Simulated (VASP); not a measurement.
# AlN (P6_3mc) in VASP: notebook

Aim: see how the results for AlN move with the level of theory and the settings. Levels: SVWN5, PBE+D4. Tasks: single point.

Program: VASP 6.6.1. These are calculated values, not measurements. Logs are shortened: lines on timing, memory, paths and dates and some standing lists are left out, and cuts for length are marked.

### 1 The cell of the first run

The structure is hexagonal, space group P6_3mc (No. 186). The conventional cell has a = 3.154 Å, b = 3.154 Å, c = 5.047 Å, α = 90.00°, β = 90.00°, γ = 120.00°. Within 2.5 Å of Al (site symmetry 3m) lie 4 N at 1.92 Å. Within 2.5 Å of N (site symmetry 3m) lie 4 Al at 1.92 Å.

### 2 Single point, SVWN5

The input, INCAR:

```
PREC = Accurate ; ENCUT = 520
EDIFF = 1E-7 ; ISMEAR = -1
SIGMA = 0.05 ; LREAL = False
LASPH = True ; NELM = 80
ALGO = Normal ; ISIF = 2
LWAVE = False ; LCHARG = True
GGA = VW ; LELF = True
LVHAR = True ; NBANDS = 16
```

The input, KPOINTS:

```
regular mesh
0
Gamma
  10 10 6
```

The input, POSCAR:

```
AlN
1.0
    3.1539652241      0.0000000000      0.0000000000
   -1.5769826120      2.7314140067      0.0000000000
    0.0000000000      0.0000000000      5.0465469904
Al N
2 2
Direct
    0.6666666667      0.3333333333      0.5000000000
    0.3333333333      0.6666666667      0.0000000000
    0.6666666667      0.3333333333      0.8800000000
    0.3333333333      0.6666666667      0.3800000000
```

Potentials or basis: VASP PAW PBE potentials, release 64 (Al, N).

Run with:

```bash
$ cat potpaw_PBE.64/Al/POTCAR potpaw_PBE.64/N/POTCAR > POTCAR
$ mpirun -np 1 vasp_std > vasp.out
```

OUTCAR:

```text
PREC = Accurate
   ENCUT = 520
   EDIFF = 1E-7
   ISMEAR = -1
   LREAL = False
   LASPH = True
   NELM = 80
   ISIF = 2
   GGA = VW

 ion  position               nearest neighbor table
   1  0.667  0.333  0.500-   3 1.92   4 1.92   4 1.92   4 1.92   2 3.11   2 3.11   2 3.11   2 3.11
                             2 3.11   2 3.11
   2  0.333  0.667  0.000-   4 1.92   3 1.92   3 1.92   3 1.92   1 3.11   1 3.11   1 3.11   1 3.11
                             1 3.11   1 3.11
   3  0.667  0.333  0.880-   1 1.92   2 1.92   2 1.92   2 1.92
   4  0.333  0.667  0.380-   2 1.92   1 1.92   1 1.92   1 1.92

  LATTYP: Found a hexagonal cell.
 ALAT       =     3.1539652241
 C/A-ratio  =     1.6000642467

  Lattice vectors:

 A1 = (   3.1539652241,   0.0000000000,   0.0000000000)
 A2 = (  -1.5769826120,   2.7314140067,   0.0000000000)
 A3 = (   0.0000000000,   0.0000000000,   5.0465469904)

Analysis of symmetry for initial positions (statically):
=====================================================================
 Subroutine PRICEL returns:
 Original cell was already a primitive cell.

 Routine SETGRP: Setting up the symmetry group for a
 hexagonal supercell.

 Subroutine GETGRP returns: Found 12 space group operations
 (whereof  6 operations were pure point group operations)
 out of a pool of 24 trial point group operations.

The static configuration has the point symmetry C_3v.
 The point group associated with its full space group is C_6v.

Analysis of symmetry for dynamics (positions and initial velocities):
=====================================================================
 Subroutine PRICEL returns:
 Original cell was already a primitive cell.

 Routine SETGRP: Setting up the symmetry group for a
 hexagonal supercell.

 Subroutine GETGRP returns: Found 12 space group operations
 (whereof  6 operations were pure point group operations)
 out of a pool of 24 trial point group operations.

The dynamic configuration has the point symmetry C_3v.
 The point group associated with its full space group is C_6v.

 Subroutine INISYM returns: Found 12 space group operations
 (whereof  6 operations are pure point group operations),
 and found     1 'primitive' translations

----------------------------------------------------------------------------------------

                                     Primitive cell

  volume of cell :      43.4749

  direct lattice vectors                    reciprocal lattice vectors
     3.153965224  0.000000000  0.000000000     0.317061200  0.183055369  0.000000000
    -1.576982612  2.731414007  0.000000000     0.000000000  0.366110739  0.000000000
     0.000000000  0.000000000  5.046546990     0.000000000  0.000000000  0.198155293

  length of vectors
     3.153965224  3.153965224  5.046546990     0.366110739  0.366110739  0.198155293

  position of ions in fractional coordinates (direct lattice)
     0.666666667  0.333333333  0.500000000
     0.333333333  0.666666667  0.000000000
     0.666666667  0.333333333  0.880000000
     0.333333333  0.666666667  0.380000000

  ion indices of the primitive-cell ions
   primitive index   ion index
                 1           1
                 2           2
                 3           3
                 4           4

----------------------------------------------------------------------------------------

 KPOINTS: regular mesh

Automatic generation of k-mesh.
 Grid dimensions read from file:
 generate k-points for:   10   10    6

 Generating k-lattice:

  Cartesian coordinates                     Fractional coordinates (reciprocal lattice)
     0.031706120  0.018305537  0.000000000     0.100000000  0.000000000  0.000000000
     0.000000000  0.036611074  0.000000000     0.000000000  0.100000000  0.000000000
     0.000000000  0.000000000  0.033025882     0.000000000  0.000000000  0.166666667

  Length of vectors
     0.036611074  0.036611074  0.033025882

  Shift w.r.t. Gamma in fractional coordinates (k-lattice)
     0.000000000  0.000000000  0.000000000

 Subroutine IBZKPT returns following result:
 ===========================================

 Found     56 irreducible k-points:

 Following reciprocal coordinates:
            Coordinates               Weight
  0.000000  0.000000  0.000000      1.000000
  0.100000  0.000000  0.000000      6.000000
  0.200000  0.000000  0.000000      6.000000
  0.300000  0.000000  0.000000      6.000000
  0.400000  0.000000  0.000000      6.000000
  0.500000  0.000000  0.000000      3.000000
[... 16 lines left out ...]
  0.300000  0.100000  0.166667     24.000000
  0.400000  0.100000  0.166667     24.000000
 [... further k-points ...]
   k-points           NKPTS =     56   k-points in BZ     NKDIM =     56   number of bands    NBANDS=     16
   number of dos      NEDOS =    301   number of ions     NIONS =      4
   total plane-waves  NPLWV =  23040
   dimension x,y,z NGX =    24 NGY =   24 NGZ =   40
   dimension x,y,z NGXF=    48 NGYF=   48 NGZF=   80
   ions per type =               2   2
   NGX,Y,Z   is equivalent  to a cutoff of  12.65, 12.65, 13.18 a.u.
   NGXF,Y,Z  is equivalent  to a cutoff of  25.30, 25.30, 26.35 a.u.
 SYSTEM =  unknown system
   PREC   = accura    normal or accurate (medium, high low for compatibility)
   ISTART =      0    job   : 0-new  1-cont  2-samecut
   ICHARG =      2    charge: 1-file 2-atom 10-const
   ISPIN  =      1    spin polarized calculation?
   LNONCOLLINEAR =      F non collinear calculations
   LSORBIT =      F    spin-orbit coupling
   LASPH  =      T    aspherical Exc in radial PAW
   ENCUT  =  520.0 eV  38.22 Ry    6.18 a.u.   5.86  5.86  9.38*2*pi/ulx,y,z
   NELM   =     80;   NELMIN=  2; NELMDL= -5     # of ELM steps
   EDIFF  = 0.1E-06   stopping-criterion for ELM
   LREAL  =      F    real-space projection
   EDIFFG = 0.1E-05   stopping-criterion for IOM
   NSW    =      0    number of steps for IOM
   IBRION =     -1    ionic relax: 0-MD 1-quasi-New 2-CG
   NFREE  =      0    steps in history (QN), initial steepest desc. (CG)
   ISIF   =      2    stress and relaxation
   ISYM   =      2    0-nonsym 1-usesym 2-fastsym
   POTIM  = 0.5000    time-step for ionic-motion
   TEBEG  =    0.0;   TEEND  =   0.0 temperature during run
   PSTRESS=    0.0 pullay stress
   NELECT =      16.0000    total number of electrons
   NUPDOWN=      -1.0000    fix difference up-down
   EMIN   =  10.00;   EMAX   =-10.00  energy-range for DOS
   EFERMI =   0.00;   METHOD = LEGACY
   ISMEAR =    -1;   SIGMA  =   0.05  broadening in eV -4-tet -1-fermi 0-gaus
   EFERMI_NEDOS =   21; number of points for ismear=-14 and -15
   IALGO  =     38    algorithm
   IMIX   =      4    mixing-type and parameters
     AMIX     =   0.40;   BMIX     =  1.00
     AMIX_MAG =   1.60;   BMIX_MAG =  1.00
  volume/ion in A,a.u.               =      10.87        73.35
  Fermi-wavevector in a.u.,A,eV,Ry     =   1.173191  2.217009 18.726735  1.376376
  Thomas-Fermi vector in A             =   2.309608
   LORBIT       =      0    0 simple, 1 ext, 2 COOP (PROOUT), +10 PAW based schemes
   GGA     = VW    functional components
   LHFCALC =     F    Hartree Fock is set to
   AEXX    =    0.0000 exact exchange contribution
   IVDW    =     0    specifies the selected vdW correction
   LEPSILON=     F    determine dielectric tensor
   LRPA    =     F    only Hartree local field effects (RPA)
 non-spin polarized calculation
  energy-cutoff  :      520.00
  volume of cell :       43.47
 maximum number of plane-waves:      1194
 NGX is ok and might be reduce to    24
   NGX = 11   NGY = 11   NGZ = 19

 number of electron      16.0000000 magnetization

 Free energy of the ion-electron system (eV)
  ---------------------------------------------------
  ext. energy  EPLUGINS =         0.00000000
  ---------------------------------------------------
  free energy    TOTEN  =       -32.73027495 eV

  energy without entropy =      -32.73027495  energy(sigma->0) =      -32.73027495

 E-fermi :   6.4443     XC(G=0): -11.0615

 val. band max:        5.4745731236   @ k =   0.0000   0.0000   0.0000
 cond. band min:       9.3700371443   @ k =   0.0000   0.0000   0.0000
 fundamental gap:      3.8954640207
 Fermi energy:         6.4443391944

 k-point     1 :       0.0000    0.0000    0.0000
  band No.  band energies     occupation
      1      -9.3011      2.00000
      2      -7.2002      2.00000
      3      -0.3792      2.00000
      4       4.6568      2.00000
      5       4.6568      2.00000
      6       5.3051      2.00000
[... 8 lines left out ...]
     15      18.0791      0.00000
     16      18.0791      0.00000

 k-point     2 :       0.1000    0.0000    0.0000
  band No.  band energies     occupation
      1      -9.1771      2.00000
      2      -7.1303      2.00000
      3      -0.2321      2.00000
      4       4.0812      2.00000
      5       4.4965      2.00000
      6       4.7349      2.00000
[... 8 lines left out ...]
     15      18.0594      0.00000
     16      18.1536      0.00000

 k-point     3 :       0.2000    0.0000    0.0000
  band No.  band energies     occupation
      1      -8.8211      2.00000
      2      -6.9480      2.00000
      3       0.1977      2.00000
      4       2.7946      2.00000
      5       3.6399      2.00000
      6       4.1471      2.00000
[... 8 lines left out ...]
     15      17.1857      0.00000
     16      17.8473      0.00000

 k-point     4 :       0.3000    0.0000    0.0000
  band No.  band energies     occupation
      1      -8.2885      2.00000
      2      -6.7421      2.00000
      3       0.8653      2.00000
      4       1.4700      2.00000
      5       2.5458      2.00000
      6       3.7905      2.00000
[... 8 lines left out ...]
     15      16.9880      0.00000
     16      18.9096      0.00000
[... 324 lines left out ...]
 k-point    22 :       0.2000    0.1000    0.1667
  band No.  band energies     occupation
      1      -8.4001      2.00000
      2      -6.9522      2.00000
      3       0.7191      2.00000
      4       2.2582      2.00000
      5       2.6992      2.00000
      6       3.8709      2.00000
[... 8 lines left out ...]
     15      17.3356      0.00000
     16      18.6836      0.00000

 k-point    23 :       0.3000    0.1000    0.1667
  band No.  band energies     occupation
      1      -7.8461      2.00000
      2      -6.7517      2.00000
      3       0.6784      2.00000
      4       1.5116      2.00000
      5       2.2453      2.00000
      6       3.4072      2.00000
[... 8 lines left out ...]
     15      17.3408      0.00000
     16      19.3064      0.00000

 k-point    24 :       0.4000    0.1000    0.1667
  band No.  band energies     occupation
      1      -7.3639      2.00000
      2      -6.7132      2.00000
      3       0.1904      2.00000
      4       1.1696      2.00000
      5       2.4803      2.00000
      6       3.2414      2.00000
[... 8 lines left out ...]
     15      17.6448      0.00000
     16      19.7456      0.00000

 [... further k-points ...]

------------------------ aborting loop because EDIFF is reached ----------------------------------------

  FORCE on cell =-STRESS in cart. coord.  units (eV):
  Direction    XX          YY          ZZ          XY          YZ          ZX
  --------------------------------------------------------------------------------------
  -------------------------------------------------------------------------------------
  Total       -3.1732150     -3.1732150     -2.6662358     -0.0000000      0.0000000      0.0000000
  in kB     -116.9422175   -116.9422175    -98.2585560     -0.0000000      0.0000000      0.0000000
  external PRESSURE =    -110.7143303 kB  Pullay stress =       0.0000000 kB

 VOLUME and BASIS-vectors are now :
 -----------------------------------------------------------------------------
  energy-cutoff  :      520.00
  volume of cell :       43.47
      direct lattice vectors                 reciprocal lattice vectors
     3.153965224  0.000000000  0.000000000     0.317061200  0.183055369  0.000000000
    -1.576982612  2.731414007  0.000000000     0.000000000  0.366110739  0.000000000
     0.000000000  0.000000000  5.046546990     0.000000000  0.000000000  0.198155293

 POSITION                                       TOTAL-FORCE (eV/Angst)
 -----------------------------------------------------------------------------------
      1.57698      0.91047      2.52327         0.000000     -0.000000     -0.092196
     -0.00000      1.82094      0.00000        -0.000000     -0.000000     -0.092196
      1.57698      0.91047      4.44096         0.000000      0.000000      0.092196
     -0.00000      1.82094      1.91769        -0.000000     -0.000000      0.092196
 -----------------------------------------------------------------------------------
    total drift:                               -0.000000      0.000000      0.000108

  FREE ENERGIE OF THE ION-ELECTRON SYSTEM (eV)
  ---------------------------------------------------
  free  energy   TOTEN  =       -32.7302749522 eV

  energy  without entropy=      -32.7302749522  energy(sigma->0) =      -32.73027495
```

It took 12 s on 1 thread of Intel Xeon 6975P-C (Granite Rapids), shared host; peak memory 0.15 GiB.

What came out:

```yaml
Free_energy: -32.7303 eV
Pressure: -11.1 GPa
Largest_force: 0.092 eV/Å
Band_gap_on_the_k_mesh: 3.90 eV, direct
```

Forces on the atoms (eV/Å):
```
Al   0.000  0.000 -0.092
Al   0.000  0.000 -0.092
N    0.000  0.000  0.092
N    0.000  0.000  0.092
```

Caveat: the PAW data sets were made with another functional, which shifts forces and pressure a little. A k mesh can miss the band edges.

(Part 1 of 2 ends here.)
